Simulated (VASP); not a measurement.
## Sn: single point with PBE

The system is Sn.

```xyz
2
Lattice="0.0000 2.6418 2.6418 2.6418 0.0000 2.6418 2.6418 2.6418 0.0000" Properties=species:S:1:pos:R:3 pbc="T T T"
Sn   -0.6605   -0.6605   -0.6605
Sn    0.6605    0.6605    0.6605
```

This cell differs from its parent crystal: volume scaled by 0.5.

| Property | Result |
| --- | --- |
| Program | VASP 6.6.1 |
| Task | single point |
| Functional | PBE |
| Potentials or basis | VASP PAW PBE potentials, release 64 (Sn_d) |
| Cutoff | 520 eV |
| k mesh | 10 × 10 × 10 |
| Occupations | fermi-dirac, width 0.08 eV |
| Spin | no spin polarisation |

The pressure is 128.0 GPa and the band gap on the k mesh is zero (band 14 reaches 15.38 eV, above the bottom of band 15 at 14.42 eV).

Levels at points of the mesh, in eV from the Fermi level:
| k point | band 11 | band 12 | band 13 | band 14 | band 15 | band 16 | band 17 | band 18 |
| --- | --- | --- | --- | --- | --- | --- | --- | --- |
| (0.00, 0.00, 0.00) | -16.25 | 0.71 | 0.71 | 0.71 | 2.26 | 2.26 | 2.26 | 4.29 |
| (0.50, 0.00, 0.00) | -12.65 | -10.18 | -2.03 | -2.03 | 2.24 | 3.40 | 3.40 | 4.29 |
| (0.50, 0.50, 0.00) | -10.43 | -10.43 | -5.03 | -5.03 | -0.11 | -0.11 | 12.28 | 12.28 |

It took 59 s on 1 thread of AMD EPYC 7R13 (shared host), peak memory 0.14 GiB.

Caveat: spin-orbit coupling is left out, which moves the levels of the heavy elements.
